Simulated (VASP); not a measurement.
Ti, 1 atom in the cell. Symmetry: Fm-3m, No. 225, cubic system. Conventional cell: a = 4.267 Å, b = 4.267 Å, c = 4.267 Å, α = 90.00°, β = 90.00°, γ = 90.00°. Within 4.0 Å of Ti (site symmetry m-3m) lie 12 Ti at 3.02 Å. This isn't the form of Ti at room conditions, which is hcp.

```yaml
Program: VASP 6.6.1
Task: single point
Functional: r2SCAN
Potentials_or_basis: VASP PAW PBE potentials, release 64 (Ti_sv)
Cutoff: 520 eV
k_mesh: 22 × 22 × 22
Occupations: fermi-dirac, width 0.05 eV
Spin: collinear spin
Starting_moments: "[1.0] μB"
Dipole_correction: no
Further_INCAR_settings: ALGO = Normal; EDIFF = 1e-06; NBANDS = 16
```

Potentials or basis: VASP PAW PBE potentials, release 64 (Ti_sv).

Run with:

```bash
$ cat potpaw_PBE.64/Ti_sv/POTCAR > POTCAR
$ cp INCAR.step1 INCAR
$ mpirun -np 1 vasp_std > vasp.out
$ cp INCAR.step2 INCAR
$ mpirun -np 1 vasp_std > vasp.out
```

Hardware: 1 thread of Intel(R) Xeon(R) 6975P-C (Granite Rapids), with other jobs on the host.

Q: How long does it take, and how much memory?

A: Wall time 4.5 min on 1 thread of Intel(R) Xeon(R) 6975P-C (Granite Rapids), with other jobs on the host, peak memory 0.26 GiB. Counts: k points 328.
